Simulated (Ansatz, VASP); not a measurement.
One calculation of W, two programs

```
CELL_PARAMETERS angstrom
-1.56790 1.56790 1.56790
1.56790 -1.56790 1.56790
1.56790 1.56790 -1.56790
ATOMIC_POSITIONS crystal
W 0.00000 0.00000 0.00000
```

Change from the starting cell: strain -0.015 along x and y, -0.015 along z, atoms carried along.

Alike in both runs: task single point; functional PBE; k mesh 26 × 26 × 26; occupations gaussian, width 0.15 eV; no spin polarisation.

|  | VASP | Ansatz |
| --- | --- | --- |
| version | VASP 6.6.1 | Ansatz 0.2.0 |
| potentials or method | VASP PAW PBE potentials, release 64 (W_sv), cutoff 520 eV | scalar-relativistic, plane waves, PAW |
| valence electrons in the cell | 14 | 14 |

Ansatz gave:

| Property | Result |
| --- | --- |
| gap on the k mesh at the Fermi level (eV) | none |
| pressure (GPa) | 15.1 |

Task: Estimate VASP's values.

Result: gap on the k mesh at the Fermi level (eV): none; pressure (GPa): 15.8.

A gap of «none» marks a metal or a gap that the smearing closes.

Neither program's run includes spin-orbit coupling.
